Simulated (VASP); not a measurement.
# BeS (F-43m) in VASP: a series of runs

BeS is run at these levels: PBE; tasks: electric field gradients.

Program: VASP 6.6.1. These are calculated values, not measurements. Logs are shortened: lines on timing, memory, paths and dates and some standing lists are left out, and cuts for length are marked.

## 1. The cell of the first run

The structure is cubic, space group F-43m (No. 216). The conventional cell has a = 4.784 Å, b = 4.784 Å, c = 4.784 Å, α = 90.00°, β = 90.00°, γ = 90.00°. Be (site symmetry -43m) has 4 S at 2.07 Å within 2.7 Å. Within 2.7 Å of S (site symmetry -43m) lie 4 Be at 2.07 Å.

## 2. Electric field gradients, PBE (volume scaled by 0.96)

Contents of INCAR:

```
SYSTEM = BeS
PREC = Accurate
ENCUT = 520
EDIFF = 1E-8
ISMEAR = -1
SIGMA = 0.02
LREAL = .FALSE.
LASPH = .TRUE.
NELM = 100
ALGO = Normal
ISIF = 2
LWAVE = .FALSE.
LCHARG = .FALSE.
GGA = PE
LEFG = .TRUE.
NBANDS = 11
```

Contents of KPOINTS:

```
Automatic mesh
0
G
  9 9 9
  0 0 0
```

Contents of POSCAR:

```
BeS
1.0
    0.0000000000      2.3922257121      2.3922257121
    2.3922257121      0.0000000000      2.3922257121
    2.3922257121      2.3922257121      0.0000000000
Be S
1 1
Direct
    0.0000000000      0.0000000000      0.0000000000
    0.7500000000      0.7500000000      0.7500000000
```

Potentials or basis: VASP PAW PBE potentials, release 64 (Be, S).

On the command line:

```
cat potpaw_PBE.64/Be/POTCAR potpaw_PBE.64/S/POTCAR > POTCAR
mpirun -np 1 vasp_std > vasp.out
```

OUTCAR:

```text
SYSTEM = BeS
   PREC = Accurate
   ENCUT = 520
   EDIFF = 1E-8
   ISMEAR = -1
   LREAL = .FALSE.
   LASPH = .TRUE.
   NELM = 100
   ISIF = 2
   GGA = PE

 ion  position               nearest neighbor table
   1  0.000  0.000  0.000-   2 2.07   2 2.07   2 2.07   2 2.07
   2  0.750  0.750  0.750-   1 2.07   1 2.07   1 2.07   1 2.07

  LATTYP: Found a face centered cubic cell.
 ALAT       =     4.7844514242

  Lattice vectors:

 A1 = (   0.0000000000,   2.3922257121,   2.3922257121)
 A2 = (   2.3922257121,   0.0000000000,   2.3922257121)
 A3 = (   2.3922257121,   2.3922257121,   0.0000000000)

Analysis of symmetry for initial positions (statically):
=====================================================================
 Subroutine PRICEL returns:
 Original cell was already a primitive cell.

 Routine SETGRP: Setting up the symmetry group for a
 face centered cubic supercell.

 Subroutine GETGRP returns: Found 24 space group operations
 (whereof 24 operations were pure point group operations)
 out of a pool of 48 trial point group operations.

The static configuration has the point symmetry T_d .

Analysis of symmetry for dynamics (positions and initial velocities):
=====================================================================
 Subroutine PRICEL returns:
 Original cell was already a primitive cell.

 Routine SETGRP: Setting up the symmetry group for a
 face centered cubic supercell.

 Subroutine GETGRP returns: Found 24 space group operations
 (whereof 24 operations were pure point group operations)
 out of a pool of 48 trial point group operations.

The dynamic configuration has the point symmetry T_d .

 Subroutine INISYM returns: Found 24 space group operations
 (whereof 24 operations are pure point group operations),
 and found     1 'primitive' translations

----------------------------------------------------------------------------------------

                                     Primitive cell

  volume of cell :      27.3802

  direct lattice vectors                    reciprocal lattice vectors
     0.000000000  2.392225712  2.392225712    -0.209010378  0.209010378  0.209010378
     2.392225712  0.000000000  2.392225712     0.209010378 -0.209010378  0.209010378
     2.392225712  2.392225712  0.000000000     0.209010378  0.209010378 -0.209010378

  length of vectors
     3.383118046  3.383118046  3.383118046     0.362016594  0.362016594  0.362016594

  position of ions in fractional coordinates (direct lattice)
     0.000000000  0.000000000  0.000000000
     0.750000000  0.750000000  0.750000000

  ion indices of the primitive-cell ions
   primitive index   ion index
                 1           1
                 2           2

----------------------------------------------------------------------------------------

 KPOINTS: Automatic mesh

Automatic generation of k-mesh.
 Grid dimensions read from file:
 generate k-points for:    9    9    9

 Generating k-lattice:

  Cartesian coordinates                     Fractional coordinates (reciprocal lattice)
    -0.023223375  0.023223375  0.023223375     0.111111111  0.000000000  0.000000000
     0.023223375 -0.023223375  0.023223375     0.000000000  0.111111111  0.000000000
     0.023223375  0.023223375 -0.023223375     0.000000000  0.000000000  0.111111111

  Length of vectors
     0.040224066  0.040224066  0.040224066

  Shift w.r.t. Gamma in fractional coordinates (k-lattice)
     0.000000000  0.000000000  0.000000000

 Subroutine IBZKPT returns following result:
 ===========================================

 Found     35 irreducible k-points:

 Following reciprocal coordinates:
            Coordinates               Weight
  0.000000  0.000000  0.000000      1.000000
  0.111111  0.000000  0.000000      8.000000
  0.222222  0.000000  0.000000      8.000000
  0.333333  0.000000  0.000000      8.000000
  0.444444  0.000000  0.000000      8.000000
  0.111111  0.111111  0.000000      6.000000
[... 16 lines left out ...]
 -0.333333  0.333333  0.000000     12.000000
  0.444444  0.444444  0.000000      6.000000
 [... further k-points ...]
   k-points           NKPTS =     35   k-points in BZ     NKDIM =     35   number of bands    NBANDS=     11
   number of dos      NEDOS =    301   number of ions     NIONS =      2
   total plane-waves  NPLWV =  21952
   dimension x,y,z NGX =    28 NGY =   28 NGZ =   28
   dimension x,y,z NGXF=    56 NGYF=   56 NGZF=   56
   ions per type =               1   1
   NGX,Y,Z   is equivalent  to a cutoff of  13.76, 13.76, 13.76 a.u.
   NGXF,Y,Z  is equivalent  to a cutoff of  27.52, 27.52, 27.52 a.u.
 SYSTEM =  BeS
   PREC   = accura    normal or accurate (medium, high low for compatibility)
   ISTART =      0    job   : 0-new  1-cont  2-samecut
   ICHARG =      2    charge: 1-file 2-atom 10-const
   ISPIN  =      1    spin polarized calculation?
   LNONCOLLINEAR =      F non collinear calculations
   LSORBIT =      F    spin-orbit coupling
   LASPH  =      T    aspherical Exc in radial PAW
   ENCUT  =  520.0 eV  38.22 Ry    6.18 a.u.   6.29  6.29  6.29*2*pi/ulx,y,z
   NELM   =    100;   NELMIN=  2; NELMDL= -5     # of ELM steps
   EDIFF  = 0.1E-07   stopping-criterion for ELM
   LREAL  =      F    real-space projection
   EDIFFG = 0.1E-06   stopping-criterion for IOM
   NSW    =      0    number of steps for IOM
   IBRION =     -1    ionic relax: 0-MD 1-quasi-New 2-CG
   NFREE  =      0    steps in history (QN), initial steepest desc. (CG)
   ISIF   =      2    stress and relaxation
   ISYM   =      2    0-nonsym 1-usesym 2-fastsym
   POTIM  = 0.5000    time-step for ionic-motion
   TEBEG  =    0.0;   TEEND  =   0.0 temperature during run
   PSTRESS=    0.0 pullay stress
   NELECT =       8.0000    total number of electrons
   NUPDOWN=      -1.0000    fix difference up-down
   EMIN   =  10.00;   EMAX   =-10.00  energy-range for DOS
   EFERMI =   0.00;   METHOD = LEGACY
   ISMEAR =    -1;   SIGMA  =   0.02  broadening in eV -4-tet -1-fermi 0-gaus
   EFERMI_NEDOS =   21; number of points for ismear=-14 and -15
   IALGO  =     38    algorithm
   IMIX   =      4    mixing-type and parameters
     AMIX     =   0.40;   BMIX     =  1.00
     AMIX_MAG =   1.60;   BMIX_MAG =  1.00
  volume/ion in A,a.u.               =      13.69        92.39
  Fermi-wavevector in a.u.,A,eV,Ry     =   1.086324  2.052855 16.056230  1.180100
  Thomas-Fermi vector in A             =   2.222458
   LORBIT       =      0    0 simple, 1 ext, 2 COOP (PROOUT), +10 PAW based schemes
   GGA     = PE    functional components
   LHFCALC =     F    Hartree Fock is set to
   AEXX    =    0.0000 exact exchange contribution
   IVDW    =     0    specifies the selected vdW correction
   LEPSILON=     F    determine dielectric tensor
   LRPA    =     F    only Hartree local field effects (RPA)
 non-spin polarized calculation
  energy-cutoff  :      520.00
  volume of cell :       27.38
 maximum number of plane-waves:       751
 NGX is ok and might be reduce to    28
   NGX = 13   NGY = 13   NGZ = 13

 number of electron       8.0000001 magnetization

 Free energy of the ion-electron system (eV)
  ---------------------------------------------------
  ext. energy  EPLUGINS =         0.00000000
  ---------------------------------------------------
  free energy    TOTEN  =        -9.98480552 eV

  energy without entropy =       -9.98480552  energy(sigma->0) =       -9.98480552

 E-fermi :   5.0522     XC(G=0):  -9.9008

 val. band max:        4.6066925359   @ k =   0.0000   0.0000   0.0000
 cond. band min:       7.7203502565   @ k =   0.4444   0.4444   0.0000
 fundamental gap:      3.1136577206
 Fermi energy:         5.0521974889

 k-point     1 :       0.0000    0.0000    0.0000
  band No.  band energies     occupation
      1      -9.3680      2.00000
      2       4.6067      2.00000
      3       4.6067      2.00000
      4       4.6067      2.00000
      5      10.2555      0.00000
      6      10.2555      0.00000
      7      10.2555      0.00000
      8      10.8447      0.00000
      9      17.4993      0.00000
     10      17.4993      0.00000
     11      19.7971      0.00000

 k-point     2 :       0.1111    0.0000    0.0000
  band No.  band energies     occupation
      1      -9.2195      2.00000
      2       3.5798      2.00000
      3       4.4343      2.00000
      4       4.4343      2.00000
      5      10.2962      0.00000
      6      10.5617      0.00000
      7      10.5617      0.00000
      8      11.8470      0.00000
      9      16.8887      0.00000
     10      16.8887      0.00000
     11      19.5987      0.00000

 k-point     3 :       0.2222    0.0000    0.0000
  band No.  band energies     occupation
      1      -8.8001      2.00000
      2       1.6483      2.00000
      3       4.0668      2.00000
      4       4.0668      2.00000
      5      10.2898      0.00000
      6      11.1058      0.00000
      7      11.1058      0.00000
      8      13.7473      0.00000
      9      16.4686      0.00000
     10      16.4686      0.00000
     11      19.1554      0.00000

 k-point     4 :       0.3333    0.0000    0.0000
  band No.  band energies     occupation
      1      -8.2127      2.00000
      2      -0.1522      2.00000
      3       3.7287      2.00000
      4       3.7287      2.00000
      5      10.2619      0.00000
      6      11.2728      0.00000
      7      11.2728      0.00000
      8      15.2851      0.00000
      9      17.3419      0.00000
     10      17.3419      0.00000
     11      19.1485      0.00000
[... 239 lines left out ...]
 k-point    22 :      -0.4444    0.3333    0.0000
  band No.  band energies     occupation
      1      -7.1295      2.00000
      2      -0.3262      2.00000
      3       0.7536      2.00000
      4       2.2467      2.00000
      5       8.8419      0.00000
      6      11.7052      0.00000
      7      15.3040      0.00000
      8      15.6849      0.00000
      9      18.0987      0.00000
     10      19.0502      0.00000
     11      22.2675      0.00000

 k-point    23 :      -0.3333    0.3333    0.0000
  band No.  band energies     occupation
      1      -7.1796      2.00000
      2      -0.1852      2.00000
      3       0.3010      2.00000
      4       2.6278      2.00000
      5       9.4124      0.00000
      6      13.8216      0.00000
      7      14.3184      0.00000
      8      15.3759      0.00000
      9      16.0097      0.00000
     10      17.1892      0.00000
     11      23.3019      0.00000

 k-point    24 :       0.4444    0.4444    0.0000
  band No.  band energies     occupation
      1      -7.1653      2.00000
      2      -0.4657      2.00000
      3       1.8771      2.00000
      4       1.8771      2.00000
      5       7.7204      0.00000
      6       9.5563      0.00000
      7      17.2631      0.00000
      8      17.2631      0.00000
      9      20.2796      0.00000
     10      20.9532      0.00000
     11      22.3101      0.00000

 [... further k-points ...]
[... 5 lines left out ...]
  --------------------------------------------------------------------------------------
  -------------------------------------------------------------------------------------
  Total        1.0073743      1.0073743      1.0073743      0.0000000      0.0000000     -0.0000000
  in kB       58.9474455     58.9474455     58.9474455      0.0000000      0.0000000     -0.0000000
  external PRESSURE =      58.9474455 kB  Pullay stress =       0.0000000 kB

 VOLUME and BASIS-vectors are now :
 -----------------------------------------------------------------------------
  energy-cutoff  :      520.00
  volume of cell :       27.38
      direct lattice vectors                 reciprocal lattice vectors
     0.000000000  2.392225712  2.392225712    -0.209010378  0.209010378  0.209010378
     2.392225712  0.000000000  2.392225712     0.209010378 -0.209010378  0.209010378
     2.392225712  2.392225712  0.000000000     0.209010378  0.209010378 -0.209010378

 POSITION                                       TOTAL-FORCE (eV/Angst)
 -----------------------------------------------------------------------------------
      0.00000      0.00000      0.00000         0.000000      0.000000      0.000000
      3.58834      3.58834      3.58834        -0.000000     -0.000000     -0.000000
 -----------------------------------------------------------------------------------
    total drift:                                0.000000      0.000000      0.000000

  FREE ENERGIE OF THE ION-ELECTRON SYSTEM (eV)
  ---------------------------------------------------
  free  energy   TOTEN  =        -9.9848055217 eV

  energy  without entropy=       -9.9848055217  energy(sigma->0) =       -9.98480552

 Electric field gradients (V/A^2)
---------------------------------------------------------------------
 ion       V_xx      V_yy      V_zz      V_xy      V_xz      V_yz
---------------------------------------------------------------------
   1      -0.000    -0.000     0.000    -0.000    -0.000    -0.000
   2       0.000     0.000     0.000     0.000     0.000     0.000
---------------------------------------------------------------------

 Electric field gradients after diagonalization (V/A^2)
 (convention: |V_zz| > |V_xx| > |V_yy|)
----------------------------------------------------------------------
 ion       V_xx      V_yy      V_zz     asymmetry (V_yy - V_xx)/ V_zz
----------------------------------------------------------------------
   1       0.000     0.000    -0.000       0.000
   2      -0.000    -0.000     0.000       0.000
----------------------------------------------------------------------

           NMR quadrupolar parameters

 Cq : quadrupolar parameter    Cq=e*Q*V_zz/h
 eta: asymmetry parameters     (V_yy - V_xx)/ V_zz
 Q  : nuclear electric quadrupole moment in mb (millibarn)
----------------------------------------------------------------------
 ion       Cq(MHz)       eta       Q (mb)
----------------------------------------------------------------------
   1      -0.000       0.000       1.000
   2       0.000       0.000       1.000
----------------------------------------------------------------------
```

Run time: 26 s. Hardware: 1 thread of Intel Xeon Platinum 8259CL at 2.50GHz (Skylake/Cascade Lake), shared host; peak memory 0.15 GiB.

Results:

- Free energy: -9.9848 eV
- Pressure: 5.9 GPa
- Band gap on the k mesh: 3.11 eV, indirect (least direct gap 5.65 eV)

Levels at points of the mesh, in eV from the valence-band top:
```
           k point  band 1  band 2  band 3  band 4  band 5  band 6  band 7  band 8  band 9
(0.00, 0.00, 0.00)  -13.97    0.00    0.00    0.00    5.65    5.65    5.65    6.24   12.89
```

Caveat: without QUAD_EFG the Cq values of the log hold for a quadrupole moment of 1 mb, not for the nuclei.

(Continued in part 2 of 2.)
